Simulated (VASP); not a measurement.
Wanted: the native input for a VASP 6.6.1 run.

* Task: single point
* Functional: PBE
* Potentials or basis: VASP PAW PBE potentials, release 64 (Mg)
* Cutoff: 520 eV
* k mesh: 18 × 18 × 16
* Occupations: gaussian, width 0.15 eV
* Spin: no spin polarisation
* Dipole correction: no
* Further INCAR settings: ALGO = Normal; EDIFF = 1e-06; NBANDS = 7

The structure of Mg lies in POSCAR:

```
Mg
1.0
    3.1723117925      0.0000000000      0.0000000000
   -1.5861558963      2.7473026010      0.0000000000
    0.0000000000      0.0000000000      2.8012505644
Mg
1
Direct
    0.0000000000      0.0000000000      0.0000000000
```

This isn't the form of Mg at room conditions, which is hcp.

This cell differs from its parent crystal: strain +0.040 along x and y, -0.080 along z.

One way to write it, as run:

INCAR

```
PREC = Accurate
ENCUT = 520
EDIFF = 1E-6
ISMEAR = 0
SIGMA = 0.15
LREAL = False
LASPH = True
NELM = 60
ALGO = Normal
ISIF = 2
LWAVE = False
LCHARG = False
GGA = PE
NBANDS = 7
```

KPOINTS

```
regular mesh
0
Gamma
  18 18 16
```

Potentials or basis: VASP PAW PBE potentials, release 64 (Mg).

Run with:

```bash
$ cat potpaw_PBE.64/Mg/POTCAR > POTCAR
$ mpirun -np 1 vasp_std > vasp.out
```

It gave:

- Pressure: 1.4 GPa
- Band gap on the k mesh: zero (bands 1 and 2 overlap by 5.18 eV)

Caveat: the cell differs from its parent crystal (strain +0.040 along x and y, -0.080 along z).

It took 21 s on 1 thread of Intel(R) Xeon(R) Platinum 8259CL CPU @ 2.50GHz (Skylake/Cascade Lake), on a shared host, peak memory 0.18 GiB.
